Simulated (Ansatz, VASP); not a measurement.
# Two plane-wave programs on BeTe

POSCAR

```
BeTe
1.0
    3.8635963374      0.0000000000      0.0000000000
   -1.9317981687      3.3459725782      0.0000000000
    0.0000000000      0.0000000000      6.0034039923
Be Te
2 2
Direct
    0.0000000000      0.0000000000      0.0000000000
    0.0000000000      0.0000000000      0.5000000000
    0.3333333333      0.6666666667      0.2500000000
    0.6666666667      0.3333333333      0.7500000000
```

The input INCAR.step1:

```
SYSTEM = BeTe
  PREC = Accurate
  ENCUT = 520
  EDIFF = 1E-5
  ISMEAR = -1
  SIGMA = 0.02
  LREAL = .FALSE.
  LASPH = .TRUE.
  NELM = 60
  ALGO = Normal
  ISIF = 2
  LWAVE = .TRUE.
  LCHARG = .FALSE.
  NBANDS = 16
  GGA = PE
```

The input INCAR.step2:

```
SYSTEM = BeTe
  PREC = Accurate
  ENCUT = 520
  EDIFF = 1E-6
  ISMEAR = -1
  SIGMA = 0.02
  LREAL = .FALSE.
  LASPH = .TRUE.
  NELM = 60
  ALGO = Normal
  ISIF = 2
  LWAVE = .FALSE.
  LCHARG = .FALSE.
  GGA = PE
  LHFCALC = .TRUE.
  AEXX = 0.2
  HFSCREEN = 0.3
  PRECFOCK = Normal
  NBANDS = 16
  ISTART = 1
```

The input KPOINTS:

```
regular mesh
0
G
  6 6 2
  0 0 0
```

Input for Ansatz:

```yaml
crystal:
  lattice:
    - [3.8635963374, 0.0, 0.0]
    - [-1.9317981687, 3.3459725782, 0.0]
    - [0.0, 0.0, 6.0034039923]
  atoms:
    - { symbol: Be, position: [0.0, 0.0, 0.0] }
    - { symbol: Be, position: [0.0, 0.0, 0.5] }
    - { symbol: Te, position: [0.3333333333, 0.6666666667, 0.25] }
    - { symbol: Te, position: [0.6666666667, 0.3333333333, 0.75] }
kpoints:
  mp_grid: { grid: [6, 6, 2] }
hamiltonian:
  xc: { exchange: pbe, correlation: pbe, exx: { coeff: 0.2, omega: 0.3 } }
scf:
  occupations: { method: fermi_dirac, width: 0.02 }
  n_extra_bands: 5
output:
  forces: true
  stress: true
  eigenvalues: true
```

Alike in both runs: task single point; functional PBE-based screened hybrid with a share of 0.2 of exact exchange and HFSCREEN = 0.3; k mesh 6 × 6 × 2; occupations fermi-dirac, width 0.02 eV; no spin polarisation.

|  | VASP | Ansatz |
| --- | --- | --- |
| version | VASP 6.6.1 | Ansatz 0.2.0 |
| potentials or method | VASP PAW PBE potentials, release 64 (Be, Te) | plane waves |
| plane-wave cutoff (eV) | 520 | 420 |
| valence electrons in the cell | 16 | 36 |

|  | VASP | Ansatz | Ansatz less VASP |
| --- | --- | --- | --- |
| pressure (GPa) | -0.8 | -0.7 | +0.16 |
| traceless stress, the component that is largest in VASP (GPa) | 0.11 | 0.17 | +0.054 |

VASP's potentials were made for PBE, not for PBE-based screened hybrid. VASP's potentials hold 16 valence electrons a cell and Ansatz's 36, so a difference there can come from the potentials and not from the codes. Ansatz's warnings: filled band counts differ across k points, stress exchange threshold loose, stress scf threshold loose.

The k mesh is coarse, so the values compare programs but aren't converged. Spin-orbit coupling is off throughout.
